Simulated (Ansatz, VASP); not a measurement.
## NiSb in VASP and in Ansatz

```xyz
4
Lattice="3.9280 0.0000 0.0000 -1.9640 3.4017 0.0000 0.0000 0.0000 5.1200" Properties=species:S:1:pos:R:3 pbc="T T T"
Sb    1.9640    1.1339    3.8400
Sb    0.0000    2.2678    1.2800
Ni    0.0000    0.0000    2.5600
Ni    0.0000    0.0000    0.0000
```

Alike in both runs: task single point; functional PBE; k mesh 7 × 7 × 5; occupations fermi-dirac, width 0.05 eV; collinear spin; fixed moment 0 μB.

|  | VASP | Ansatz |
| --- | --- | --- |
| version | VASP 6.6.1 | Ansatz 0.2.0 |
| potentials or method | VASP PAW PBE potentials, release 64 (Sb, Ni) | Ansatz PAW |
| plane-wave cutoff (eV) | 520 | 420 |
| valence electrons in the cell | 30 | 66 |

VASP gave:

```
pressure (GPa)                                                : 3.6
traceless stress, the component that is largest in VASP (GPa) : -0.22
net moment per atom (μB)                                      : 0.00
```

Question: What did Ansatz give for the same quantities?

Answer: Pressure (GPa): 3.8; traceless stress, the component that is largest in VASP (GPa): -0.31; net moment per atom (μB): 0.00.

The functional is the same, so the differences come from potentials, cutoffs and numerics. VASP's potentials hold 30 valence electrons a cell and Ansatz's 66, so a difference there can come from the potentials and not from the codes.

Neither program's run includes spin-orbit coupling.
